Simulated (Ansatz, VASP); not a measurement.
**H: VASP beside Ansatz**

```
H
1.0
     2.62459   -2.56478    0.00000
     2.62459    2.56478    0.00000
     0.00000    0.00000    4.14504
H
4
Cartesian
  2.6246 -2.3203 0.2897
  2.6246 0.2445 1.7828
  2.6246 -0.2445 2.3622
  2.6246 2.3203 3.8553
```

Alike in both runs: functional PBEsol; k mesh 6 × 6 × 4; occupations gaussian, width 0.1 eV; no spin polarisation.

Ansatz relaxed the structure, and its values are those at the end. VASP's run is a single point on that final structure, the one shown.

```csv
,VASP,Ansatz
version,VASP 6.6.1,Ansatz 0.2.0
potentials or method,"VASP PAW PBE potentials, release 64 (H), cutoff 520 eV","scalar-relativistic, plane waves, PAW"
valence electrons in the cell,4,4
```

|  | VASP | Ansatz | Ansatz less VASP |
| --- | --- | --- | --- |
| gap on the k mesh at the Fermi level (eV) | 8.98 | 8.99 | +0.003 |
| least direct gap on the mesh (eV) | 9.62 | 9.63 | +0.003 |
| pressure (GPa) | -0.1 | 0.1 | +0.15 |
| rms of the force components (eV/Å) | 0.026 | 0.024 | -0.0019 |

VASP's potentials were made for PBE, not for PBEsol.
